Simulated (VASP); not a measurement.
Set up this calculation in VASP 6.6.1, as the native input.

```
Task                   : relaxation of cell and atoms
Functional             : PBE
Potentials or basis    : VASP PAW PBE potentials, release 64 (Si, As)
Cutoff                 : 600 eV
k mesh                 : 8 × 8 × 8
Occupations            : gaussian, width 0.1 eV
Spin                   : no spin polarisation
Dipole correction      : no
Further INCAR settings : ALGO = Normal; EDIFF = 1e-06; IBRION = 2; EDIFFG = -0.01; NSW = 100; ISIF = 3
```

The structure of SiAs3 lies in POSCAR:

```
SiAs3
1.0
    0.0000000000      4.4791367185      4.4791367185
    4.4791367185      0.0000000000      4.4791367185
    4.4791367185      4.4791367185      0.0000000000
Si As
2 6
Direct
    0.5000000000      0.5000000000      0.5000000000
    0.2500000000      0.2500000000      0.2500000000
    0.2195230500      0.7804769500      0.7804769500
    0.7804769500      0.2195230500      0.2195230500
    0.7804769500      0.7804769500      0.2195230500
    0.2195230500      0.2195230500      0.7804769500
    0.2195230500      0.7804769500      0.2195230500
    0.7804769500      0.2195230500      0.7804769500
```

The cell was generated, and may not be a known phase.

One way to write it, as run:

INCAR

```
PREC = Accurate
ENCUT = 600
EDIFF = 1E-6
ISMEAR = 0
SIGMA = 0.1
LREAL = F
LASPH = T
NELM = 100
ALGO = Normal
ISIF = 3
LWAVE = F
LCHARG = F
GGA = PE
IBRION = 2
NSW = 100
EDIFFG = -0.01
```

KPOINTS

```
regular mesh
0
Gamma
  8 8 8
```

Potentials or basis: VASP PAW PBE potentials, release 64 (Si, As).

Command:

```sh
$ cat potpaw_PBE.64/Si/POTCAR potpaw_PBE.64/As/POTCAR > POTCAR
$ mpirun -np 1 vasp_std > vasp.out
```

Results of the run:

| Property | Result |
| --- | --- |
| Relaxed volume | 22.38 Å³/atom |
| Relaxed cell | a = 6.326 Å, b = 6.326 Å, c = 6.326 Å, α = 60.00°, β = 60.00°, γ = 60.00° |
| Space group after relaxing (to 0.1 Å) | F-43m (No. 216) |
| Energy gained by relaxing | 0.6 meV/atom |
| Ionic steps | 5 |
| Pressure after relaxing | 0.0 GPa |
| Band gap on the k mesh | zero (bands 19 and 20 overlap by 1.33 eV) |

Run time: 5.8 min on 1 thread of AMD EPYC 9R45 96-Core Processor (Zen 5) (shared host), peak memory 0.45 GiB.
